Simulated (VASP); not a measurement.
# C in VASP: notebook

The runs below take C through single point, with PBE.

Program: VASP 6.6.1. These are calculated values, not measurements. Logs are shortened: lines on timing, memory, paths and dates and some standing lists are left out, and cuts for length are marked.

**1. The cell of the first run**

Symmetry: P6/mmm, No. 191, hexagonal system. The conventional cell has a = 2.466 Å, b = 2.466 Å, c = 4.429 Å, α = 90.00°, β = 90.00°, γ = 120.00°. C (site symmetry -6m2) has 3 C at 1.42 Å within 1.9 Å.

The cell was built from a structure type or drawn by symmetry, and may not be a known phase.

**2. Single point, PBE**

INCAR reads:

```
SYSTEM = C
  PREC = Accurate
  ENCUT = 520
  EDIFF = 1E-6
  ISMEAR = 0
  SIGMA = 0.1
  LREAL = .False.
  LASPH = .True.
  NELM = 100
  ALGO = Normal
  ISIF = 2
  LWAVE = .False.
  LCHARG = .False.
  GGA = PE
  NBANDS = 11
```

KPOINTS reads:

```
regular mesh
0
Gamma
  24 24 12
  0 0 0
```

POSCAR reads:

```
C
1.0
    2.4664965449      0.0000000000      0.0000000000
   -1.2332482724      2.1360486662      0.0000000000
    0.0000000000      0.0000000000      4.4289214344
C
2
Direct
    0.6666666667      0.3333333333      0.5000000000
    0.3333333333      0.6666666667      0.5000000000
```

Potentials or basis: VASP PAW PBE potentials, release 64 (C).

Started as:

```sh
$ cat potpaw_PBE.64/C/POTCAR > POTCAR
$ mpirun -np 1 vasp_std > vasp.out
```

OUTCAR:

```text
SYSTEM = C
   PREC = Accurate
   ENCUT = 520
   EDIFF = 1E-6
   ISMEAR = 0
   LREAL = .False.
   LASPH = .True.
   NELM = 100
   ISIF = 2
   GGA = PE

 ion  position               nearest neighbor table
   1  0.667  0.333  0.500-   2 1.42   2 1.42   2 1.42
   2  0.333  0.667  0.500-   1 1.42   1 1.42   1 1.42

  LATTYP: Found a hexagonal cell.
 ALAT       =     2.4664965449
 C/A-ratio  =     1.7956325313

  Lattice vectors:

 A1 = (   2.4664965449,   0.0000000000,   0.0000000000)
 A2 = (  -1.2332482724,   2.1360486662,   0.0000000000)
 A3 = (   0.0000000000,   0.0000000000,   4.4289214344)

Analysis of symmetry for initial positions (statically):
=====================================================================
 Subroutine PRICEL returns:
 Original cell was already a primitive cell.

 Routine SETGRP: Setting up the symmetry group for a
 hexagonal supercell.

 Subroutine GETGRP returns: Found 24 space group operations
 (whereof 24 operations were pure point group operations)
 out of a pool of 24 trial point group operations.

The static configuration has the point symmetry D_6h.

Analysis of symmetry for dynamics (positions and initial velocities):
=====================================================================
 Subroutine PRICEL returns:
 Original cell was already a primitive cell.

 Routine SETGRP: Setting up the symmetry group for a
 hexagonal supercell.

 Subroutine GETGRP returns: Found 24 space group operations
 (whereof 24 operations were pure point group operations)
 out of a pool of 24 trial point group operations.

The dynamic configuration has the point symmetry D_6h.

 Subroutine INISYM returns: Found 24 space group operations
 (whereof 24 operations are pure point group operations),
 and found     1 'primitive' translations

----------------------------------------------------------------------------------------

                                     Primitive cell

  volume of cell :      23.3340

  direct lattice vectors                    reciprocal lattice vectors
     2.466496545  0.000000000  0.000000000     0.405433367  0.234077064  0.000000000
[... 81 lines left out ...]
   LNONCOLLINEAR =      F non collinear calculations
   LSORBIT =      F    spin-orbit coupling
   LASPH  =      T    aspherical Exc in radial PAW
   ENCUT  =  520.0 eV  38.22 Ry    6.18 a.u.   4.59  4.59  8.23*2*pi/ulx,y,z
   NELM   =    100;   NELMIN=  2; NELMDL= -5     # of ELM steps
   EDIFF  = 0.1E-05   stopping-criterion for ELM
   LREAL  =      F    real-space projection
[... 7 lines left out ...]
   TEBEG  =    0.0;   TEEND  =   0.0 temperature during run
   PSTRESS=    0.0 pullay stress
   NELECT =       8.0000    total number of electrons
   NUPDOWN=      -1.0000    fix difference up-down
   EMIN   =  10.00;   EMAX   =-10.00  energy-range for DOS
   EFERMI =   0.00;   METHOD = LEGACY
   ISMEAR =     0;   SIGMA  =   0.10  broadening in eV -4-tet -1-fermi 0-gaus
   EFERMI_NEDOS =   21; number of points for ismear=-14 and -15
   IALGO  =     38    algorithm
   IMIX   =      4    mixing-type and parameters
     AMIX     =   0.40;   BMIX     =  1.00
     AMIX_MAG =   1.60;   BMIX_MAG =  1.00
  volume/ion in A,a.u.               =      11.67        78.73
  Fermi-wavevector in a.u.,A,eV,Ry     =   1.145799  2.165245 17.862469  1.312854
  Thomas-Fermi vector in A             =   2.282486
   LORBIT       =      0    0 simple, 1 ext, 2 COOP (PROOUT), +10 PAW based schemes
   GGA     = PE    functional components
   LHFCALC =     F    Hartree Fock is set to
   AEXX    =    0.0000 exact exchange contribution
   IVDW    =     0    specifies the selected vdW correction
   LEPSILON=     F    determine dielectric tensor
   LRPA    =     F    only Hartree local field effects (RPA)
 non-spin polarized calculation
 Gauss-broadening in eV      SIGMA  =   0.10
  energy-cutoff  :      520.00
  volume of cell :       23.33
 maximum number of plane-waves:       651
   NGX =  9   NGY =  9   NGZ = 17

 number of electron       7.9999999 magnetization

 Free energy of the ion-electron system (eV)
  ---------------------------------------------------
  ext. energy  EPLUGINS =         0.00000000
  ---------------------------------------------------
  free energy    TOTEN  =       -18.45278483 eV

  energy without entropy =      -18.45252737  energy(sigma->0) =      -18.45265610

 E-fermi :   2.5317     XC(G=0):  -8.4848

 val. band max:        2.5310030714   @ k =   0.3333   0.3333   0.2500
 cond. band min:       2.5801930162   @ k =   0.3333   0.3333   0.1667
 fundamental gap:      0.0491899448
 Fermi energy:         2.5316654491

 k-point     1 :       0.0000    0.0000    0.0000
  band No.  band energies     occupation
      1     -16.9966      2.00000
      2      -4.8910      2.00000
      3      -0.5138      2.00000
      4      -0.5138      2.00000
      5       5.5215      0.00000
      6      10.8312      0.00000
      7      10.8312      0.00000
      8      13.9649      0.00000
      9      14.9943      0.00000
     10      18.0478      0.00000
     11      24.8421      0.00000
[... 309 lines left out ...]
 k-point    24 :       0.4583    0.0417    0.0000
  band No.  band energies     occupation
      1     -11.8928      2.00000
      2     -10.5021      2.00000
      3      -4.0161      2.00000
      4       0.2546      2.00000
      5       4.4572      0.00000
      6      10.0645      0.00000
      7      12.5925      0.00000
      8      13.8343      0.00000
      9      18.4924      0.00000
     10      22.0647      0.00000
     11      24.0166      0.00000

 [... further k-points ...]

------------------------ aborting loop because EDIFF is reached ----------------------------------------

  FORCE on cell =-STRESS in cart. coord.  units (eV):
  Direction    XX          YY          ZZ          XY          YZ          ZX
  --------------------------------------------------------------------------------------
  -------------------------------------------------------------------------------------
  Total        0.0770507      0.0770507     -0.0017305      0.0000000     -0.0000000      0.0000000
  in kB        5.2905076      5.2905076     -0.1188209      0.0000000     -0.0000000      0.0000000
  external PRESSURE =       3.4873981 kB  Pullay stress =       0.0000000 kB

 VOLUME and BASIS-vectors are now :
 -----------------------------------------------------------------------------
  energy-cutoff  :      520.00
  volume of cell :       23.33
      direct lattice vectors                 reciprocal lattice vectors
     2.466496545  0.000000000  0.000000000     0.405433367  0.234077064  0.000000000
    -1.233248272  2.136048666  0.000000000     0.000000000  0.468154128  0.000000000
     0.000000000  0.000000000  4.428921434     0.000000000  0.000000000  0.225788607

 POSITION                                       TOTAL-FORCE (eV/Angst)
 -----------------------------------------------------------------------------------
      1.23325      0.71202      2.21446        -0.000000      0.000000      0.000000
     -0.00000      1.42403      2.21446         0.000000     -0.000000      0.000000
 -----------------------------------------------------------------------------------
    total drift:                                0.000000     -0.000000     -0.000000

  FREE ENERGIE OF THE ION-ELECTRON SYSTEM (eV)
  ---------------------------------------------------
  free  energy   TOTEN  =       -18.4527848306 eV

  energy  without entropy=      -18.4525273745  energy(sigma->0) =      -18.45265610
```

stdout:

```text
POSCAR found type information on POSCAR C
 POSCAR found :  1 types and       2 ions
 scaLAPACK will be used
 LDA part: xc-table for (Slater+PW92), standard interpolation
 POSCAR, INCAR and KPOINTS ok, starting setup
 FFT: planning ... GRIDC
 FFT: planning ... GRID_SOFT
 FFT: planning ... GRID
 WAVECAR not read
 entering main loop
```

Run time: 58 s. Hardware: 1 thread of Intel Xeon Platinum 8259CL at 2.50GHz (Skylake/Cascade Lake), shared host; peak memory 0.19 GiB.

What came out:

```yaml
Free_energy: -18.4528 eV
Pressure: 0.3 GPa
Band_gap_on_the_k_mesh: zero (bands 4 and 5 overlap by 0.20 eV)
```

Stress tensor (GPa, compression positive):
```
 0.53  0.00  0.00
 0.00  0.53  0.00
 0.00  0.00 -0.01
```

Caveat: this functional lacks dispersion, which binds the layers, so the pressure and a relaxed spacing across them are unreliable.

**3. Single point, PBE**

This run uses another cell than the first one: it holds 4 atoms, not 2.

INCAR reads:

```
ALGO = Normal ; EDIFF = 1E-7
ENCUT = 520 ; GGA = PE
ISIF = 2 ; ISMEAR = 0
LASPH = T ; LCHARG = F
LREAL = F ; LWAVE = F
NBANDS = 16 ; NELM = 60
PREC = Accurate ; SIGMA = 0.2
```

KPOINTS reads:

```
k-points
0
Gamma
  8 6 6
```

POSCAR reads:

```
C
1.0
    1.2343579300     -2.1372650783     -0.0108119069
   -3.6981110885     -2.1342281583     -0.0144850816
   -0.0033998753     -0.0248829618     -4.5013091364
C
4
Direct
   -0.0000392746      0.6665696176      0.5000016550
    0.5000337355      0.1665718062      0.4999997327
    0.4999830111      0.8334327061      0.5000013076
    0.0000225280      0.3334258701      0.4999973047
```

Potentials or basis: VASP PAW PBE potentials, release 64 (C).

Started as:

```sh
$ cat potpaw_PBE.64/C/POTCAR > POTCAR
$ mpirun -np 1 vasp_std > vasp.out
```

It took 73 s on 1 thread of Intel Xeon Platinum 8259CL at 2.50GHz (Skylake/Cascade Lake), shared host; peak memory 0.2 GiB.

Results (log left out):

```
Free energy   : -36.9058 eV
Pressure      : 0.3 GPa
Largest force : 0.010 eV/Å
```

Forces in eV/Å, atoms in the order of the input:
```
C    0.007  0.004  0.000
C    0.005  0.009  0.000
C   -0.005 -0.005  0.000
C   -0.007 -0.007  0.000
```

Stress tensor (GPa, compression positive):
```
 0.37  0.02  0.00
 0.02  0.57  0.01
 0.00  0.01 -0.04
```

Caveat: this functional lacks dispersion, which binds the layers, so the pressure and a relaxed spacing across them are unreliable.
